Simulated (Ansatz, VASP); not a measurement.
# Two plane-wave programs on Si

The input INCAR:

```
SYSTEM = Si
PREC     = Accurate       ! precision mode
ENCUT    = 520            ! plane-wave cutoff, eV
EDIFF    = 1E-6           ! SCF threshold, eV
ISMEAR   = 0              ! smearing method
SIGMA    = 0.05           ! smearing width, eV
LREAL    = .FALSE.        ! projectors in reciprocal space
LASPH    = .TRUE.         ! aspherical terms in the spheres
NELM     = 60             ! most SCF steps
ALGO     = Normal         ! electronic algorithm
ISIF     = 2              ! what is computed and relaxed
LWAVE    = .FALSE.        ! write WAVECAR
LCHARG   = .FALSE.        ! write CHGCAR
GGA      = PE             ! functional
NBANDS   = 26             ! bands
```

KPOINTS

```
Automatic mesh
0
G
  10 10 4
  0 0 0
```

Contents of POSCAR:

```
Si
1.0
    0.0000000000      0.0000000000      3.8608359371
    3.3455832253     -3.3455832253     -1.9304179686
    6.6911664507      6.6911664507      0.0000000000
Si
8
Direct
   -0.0215616215      0.0000000000      0.1786105076
    0.4945208454      0.0000000000      0.6786105076
    0.4945208454      0.0000000000      0.3213894924
   -0.0215616215      0.0000000000      0.8213894924
    0.7466388413      0.6427789847      0.0000000000
    0.4231809195      0.6427789847      0.5000000000
    0.1038598566      0.3572210153      0.0000000000
    0.7804019348      0.3572210153      0.5000000000
```

Input for Ansatz:

```yaml
crystal:
  lattice:
    - [0.0, 0.0, 3.8608359371]
    - [3.3455832253, -3.3455832253, -1.9304179686]
    - [6.6911664507, 6.6911664507, 0.0]
  atoms:
    - { symbol: Si, position: [-0.0215616215, 0.0, 0.1786105076] }
    - { symbol: Si, position: [0.4945208454, 0.0, 0.6786105076] }
    - { symbol: Si, position: [0.4945208454, 0.0, 0.3213894924] }
    - { symbol: Si, position: [-0.0215616215, 0.0, 0.8213894924] }
    - { symbol: Si, position: [0.7466388413, 0.6427789847, 0.0] }
    - { symbol: Si, position: [0.4231809195, 0.6427789847, 0.5] }
    - { symbol: Si, position: [0.1038598566, 0.3572210153, 0.0] }
    - { symbol: Si, position: [0.7804019348, 0.3572210153, 0.5] }
basis:
  ecutwfc: 420
kpoints:
  mp_grid: { grid: [10, 10, 4] }
hamiltonian:
  xc: pbe
  pseudopotentials: { kind: paw, azcp: { folder: soft_1 } }
scf:
  occupations: { method: gaussian, width: 0.05 }
output:
  forces: true
  stress: true
  eigenvalues: true
```

Change from the starting cell: mode 4 frozen in at -0.341 Å and mode 7 at -0.052 Å (largest displacements).

Alike in both runs: task single point; functional PBE; k mesh 10 × 10 × 4; occupations gaussian, width 0.05 eV; no spin polarisation.

```csv
,VASP,Ansatz
version,VASP 6.6.1,Ansatz 0.2.0
potentials or method,"VASP PAW PBE potentials, release 64 (Si), cutoff 520 eV","scalar-relativistic, plane waves, PAW"
valence electrons in the cell,32,32
```

VASP gave:

| Quantity | Value |
| --- | --- |
| gap on the k mesh at the Fermi level (eV) | none |
| pressure (GPa) | -0.7 |
| traceless stress, the component that is largest in VASP (GPa) | 0.22 |
| rms of the force components (eV/Å) | 0.287 |

Question: What did Ansatz give for the same quantities?

Answer: gap on the k mesh at the Fermi level (eV): none; pressure (GPa): -0.7; traceless stress, the component that is largest in VASP (GPa): 0.22; rms of the force components (eV/Å): 0.286.

Atom by atom the forces differ by 0.002 eV/Å (rms over components). A gap of «none» marks a metal or a gap that the smearing closes.
